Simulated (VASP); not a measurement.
TeAs2:

```
CELL_PARAMETERS angstrom
-3.55645 3.55645 2.94052
3.55645 -3.55645 2.94052
3.55645 3.55645 -2.94052
ATOMIC_POSITIONS crystal
Te 0.75000 0.25000 0.50000
Te 0.00000 0.00000 0.00000
As 0.37500 0.62500 0.25000
As 0.37500 0.12500 0.75000
As 0.37500 0.62500 0.75000
As 0.87500 0.62500 0.25000
```

Program: VASP 6.6.1. Alike in all runs: task single point; level PBE; potentials or basis VASP PAW PBE potentials, release 64 (Te, As); no spin polarisation; cell as given; cutoff (eV) 520; smearing gaussian 0.1 eV.

Question: Order these runs on this cell by their band gap on the k mesh, lowest first.
A. k mesh 6 × 6 × 6
B. k mesh 2 × 2 × 2, shifted
C. k mesh 4 × 4 × 4, shifted

Answer: A (metal), C (0.29 eV), B (0.58 eV).

Caveats: some runs use coarse meshes; spin-orbit coupling is left out, which moves the levels of the heavy elements; a shifted mesh leaves out Γ, where band edges can lie (at least some runs).

A k mesh can miss the band edges.
